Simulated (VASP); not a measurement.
A run of VASP 6.6.1:

The input INCAR:

```
PREC = Accurate ; ENCUT = 600
EDIFF = 1E-6 ; ISMEAR = -1
SIGMA = 0.06122561905347299 ; LREAL = False
LASPH = True ; NELM = 120
ALGO = Normal ; ISIF = 2
LWAVE = False ; LCHARG = False
GGA = PE ; NBANDS = 53
GGA_COMPAT = False
```

KPOINTS

```
regular mesh
0
Gamma
  8 8 8
```

Contents of POSCAR:

```
Ti2O3
1.0
    4.8633930450      0.0000000000      0.0000000000
    0.0000000000      4.8633930450      0.0000000000
    0.0000000000      0.0000000000      4.8633930450
Ti O
4 6
Direct
    0.2500000000      0.2500000000      0.2500000000
    0.7500000000      0.7500000000      0.2500000000
    0.7500000000      0.2500000000      0.7500000000
    0.2500000000      0.7500000000      0.7500000000
    0.5000000000      0.0000000000      0.0000000000
    0.0000000000      0.5000000000      0.0000000000
    0.0000000000      0.0000000000      0.5000000000
    0.5000000000      0.5000000000      0.0000000000
    0.5000000000      0.0000000000      0.5000000000
    0.0000000000      0.5000000000      0.5000000000
```

Potentials or basis: VASP PAW PBE potentials, release 64 (Ti_sv, O).

The run is started by

```console
$ cat potpaw_PBE.64/Ti_sv/POTCAR potpaw_PBE.64/O/POTCAR > POTCAR
$ mpirun -np 1 vasp_std > vasp.out
```

Hardware: 1 thread of Oxide Virtual Turin-like Processor (shared host).

Problem. How long does it take, and how much memory?

Solution. Wall time 3.4 min on 1 thread of Oxide Virtual Turin-like Processor, on a shared host, peak memory 0.32 GiB. Counts: scf iterations 16, k points 35.
